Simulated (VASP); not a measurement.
Crystal: Co.

```
Co
1.0
     0.00000    2.46263    2.46263
     2.46263    0.00000    2.46263
     2.46263    2.46263    0.00000
Co
2
Direct
  0.12500 0.12500 0.12500
  0.87500 0.87500 0.87500
```

Base run:

```yaml
Program: VASP 6.6.1
Functional: PBE
Potentials_or_basis: VASP PAW PBE potentials, release 64 (Co)
Cutoff: 520 eV
k_mesh: 11 × 11 × 11
Occupations: fermi-dirac, width 0.1 eV
Spin: no spin polarisation
```

Its results: band gap on the k mesh zero (band 9 reaches 6.71 eV, above the bottom of band 10 at 6.03 eV); pressure -0.9 GPa.

**Question.** The run is repeated on the same cell with these changes: potentials or basis from VASP PAW PBE potentials, release 64 (Co) to VASP PAW PBE potentials, release 64 (Co_sv); cutoff from 520 eV to 600 eV; further incar settings from ALGO = Normal; EDIFF = 1e-06; NBANDS = 16 to ALGO = Normal; EDIFF = 1e-06; NBANDS = 24; valence electrons from 18 to 34. What comes out?

**Answer.** Band gap on the k mesh zero (band 17 reaches 8.00 eV, above the bottom of band 18 at 7.31 eV); pressure -2.5 GPa.

Caveats: the run has no spin polarisation, though such a crystal can be magnetic.
